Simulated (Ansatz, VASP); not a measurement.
**Be3ZnSe4: VASP beside Ansatz**

```
Be Zn Se
1.0
     5.29415    0.05157   -0.01624
     0.05157    5.10262    0.02793
    -2.68903   -2.54928    5.41956
Be Zn Se
3 1 4
Direct
  0.49015 0.52967 0.01611
  0.25549 0.73973 0.48584
  0.72652 0.20979 0.47676
  0.02342 0.03179 0.01131
  0.13951 0.14906 0.77084
  0.59361 0.56117 0.71020
  0.89798 0.41393 0.26842
  0.37332 0.86486 0.26051
```

Change from the starting cell: cell x1, atoms moved at random (sigma 0.1 Å) and cell strained at random (1.5 %), then relaxed without symmetry.

Alike in both runs: task relaxation of cell and atoms; functional PBE; k mesh 4 × 4 × 4; occupations gaussian, width 0.1 eV; no spin polarisation.

```csv
,VASP,Ansatz
version,VASP 6.6.1,Ansatz 0.2.0
potentials or method,"VASP PAW PBE potentials, release 64 (Be, Zn, Se), cutoff 600 eV","scalar-relativistic, plane waves, PAW"
valence electrons in the cell,42,82
```

Ansatz gave:

```
gap on the k mesh at the Fermi level, each at its own relaxed structure (eV) : 2.73
relaxed volume (Å³/atom)                                                     : 18.76
relaxed cell length with the largest relative difference (Å)                 : 5.323
```

**Question.** What did VASP give for the same quantities?

**Answer.** gap on the k mesh at the Fermi level, each at its own relaxed structure (eV): 2.73; relaxed volume (Å³/atom): 18.82; relaxed cell length with the largest relative difference (Å): 5.330.

VASP's potentials hold 42 valence electrons a cell and Ansatz's 82, so a difference there can come from the potentials and not from the codes.
